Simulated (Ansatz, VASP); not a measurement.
# Two plane-wave programs on B

File INCAR:

```
  PREC = Accurate
  ENCUT = 600
  EDIFF = 1E-6
  ISMEAR = 0
  SIGMA = 0.1
  LREAL = F
  LASPH = T
  NELM = 60
  ALGO = Normal
  ISIF = 3
  LWAVE = F
  LCHARG = F
  GGA = PE
  IBRION = 2
  NSW = 100
  EDIFFG = -0.01
```

Contents of KPOINTS:

```
regular mesh
0
Gamma
  12 12 8
```

POSCAR

```
B
1.0
    3.2031676585      0.0000000000      0.0000000000
   -1.6015838293      2.7740245649      0.0000000000
    0.0000000000      0.0000000000      4.9227768236
B
6
Direct
    0.2692921433      0.5385842866      0.2500000000
    0.4614157134      0.7307078567      0.5833333333
    0.2692921433      0.7307078567      0.9166666667
    0.7307078567      0.4614157134      0.7500000000
    0.5385842866      0.2692921433      0.0833333333
    0.7307078567      0.2692921433      0.4166666667
```

Input for Ansatz:

```yaml
crystal:
  lattice:
    - [3.2031676585, 0.0, 0.0]
    - [-1.6015838293, 2.7740245649, 0.0]
    - [0.0, 0.0, 4.9227768236]
  atoms:
    - { symbol: B, position: [0.2692921433, 0.5385842866, 0.25] }
    - { symbol: B, position: [0.4614157134, 0.7307078567, 0.5833333333] }
    - { symbol: B, position: [0.2692921433, 0.7307078567, 0.9166666667] }
    - { symbol: B, position: [0.7307078567, 0.4614157134, 0.75] }
    - { symbol: B, position: [0.5385842866, 0.2692921433, 0.0833333333] }
    - { symbol: B, position: [0.7307078567, 0.2692921433, 0.4166666667] }
basis:
  ecutwfc: 420
kpoints:
  mp_grid: { grid: [12, 12, 8] }
hamiltonian:
  xc: pbe
scf:
  occupations: { method: gaussian, width: 0.1 }
output:
  forces: true
  stress: true
  eigenvalues: true
relax:
  adjacent_minimum: "off"
  f_tol: 0.01
  max_steps: 80
  cell: { stress_tol: 0.05 }
```

Alike in both runs: task relaxation of cell and atoms; functional PBE; k mesh 12 × 12 × 8; occupations gaussian, width 0.1 eV; no spin polarisation.

```csv
,VASP,Ansatz
version,VASP 6.6.1,Ansatz 0.2.0
potentials or method,"VASP PAW PBE potentials, release 64 (B), cutoff 600 eV","scalar-relativistic, plane waves, PAW"
valence electrons in the cell,18,18
```

VASP gave:

| Quantity | Value |
| --- | --- |
| gap on the k mesh at the Fermi level, each at its own relaxed structure (eV) | none |
| relaxed volume (Å³/atom) | 7.34 |
| relaxed cell length with the largest relative difference (Å) | 3.220 |

Which values does Ansatz return?

gap on the k mesh at the Fermi level, each at its own relaxed structure (eV): none; relaxed volume (Å³/atom): 7.35; relaxed cell length with the largest relative difference (Å): 3.222.

A gap of «none» marks a metal or a gap that the smearing closes.
